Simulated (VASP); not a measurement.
Write the native input for VASP 6.6.1 that does the following.

| Property | Result |
| --- | --- |
| Task | relaxation of the atoms |
| Functional | PBE |
| Potentials or basis | VASP PAW PBE potentials, release 64 (B, As, H) |
| Cutoff | 520 eV |
| k mesh | 1 × 1 × 1 |
| Occupations | gaussian, width 0.05 eV |
| Spin | no spin polarisation |
| Dipole correction | no |
| Further INCAR settings | ALGO = Normal; EDIFF = 1e-07; IBRION = 2; EDIFFG = -0.03; NSW = 60 |

The structure of BAsH6 lies in POSCAR:

```
BAsH6
1.0
   10.8000000000      0.0000000000      0.0000000000
    0.0000000000     11.1000000000      0.0000000000
    0.0000000000      0.0000000000     11.4000000000
B As H
1 1 6
Direct
    0.4355217049      0.4372643616      0.5610847006
    0.5468370368      0.5455711710      0.4556280704
    0.4991371513      0.3753682516      0.6213519655
    0.3719062586      0.4991604715      0.6213519655
    0.3719062586      0.3753682516      0.5008174357
    0.4655803323      0.6246317484      0.3786480345
    0.6280937414      0.4665105936      0.3786480345
    0.6280937414      0.6246317484      0.5326081062
```

One way to write it, as run:

INCAR

```
PREC = Accurate
ENCUT = 520
EDIFF = 1E-7
ISMEAR = 0
SIGMA = 0.05
LREAL = F
LASPH = T
NELM = 60
ALGO = Normal
ISIF = 2
LWAVE = F
LCHARG = F
GGA = PE
IBRION = 2
NSW = 60
EDIFFG = -0.03
```

KPOINTS

```
regular mesh
0
Gamma
  1 1 1
```

Potentials or basis: VASP PAW PBE potentials, release 64 (B, As, H).

Command:

```sh
$ cat potpaw_PBE.64/B/POTCAR potpaw_PBE.64/As/POTCAR potpaw_PBE.64/H/POTCAR > POTCAR
$ mpirun -np 1 vasp_gam > vasp.out
```

It gave:

```yaml
Energy_gained_by_relaxing: 49.8 meV/atom
Ionic_steps: 15
Largest_force_after_relaxing: 0.012 eV/Å
Gap_between_the_frontier_levels: 5.99 eV
```

It took 11 min on 1 thread of Intel(R) Xeon(R) 6975P-C (Granite Rapids), on a shared host, peak memory 1.1 GiB.
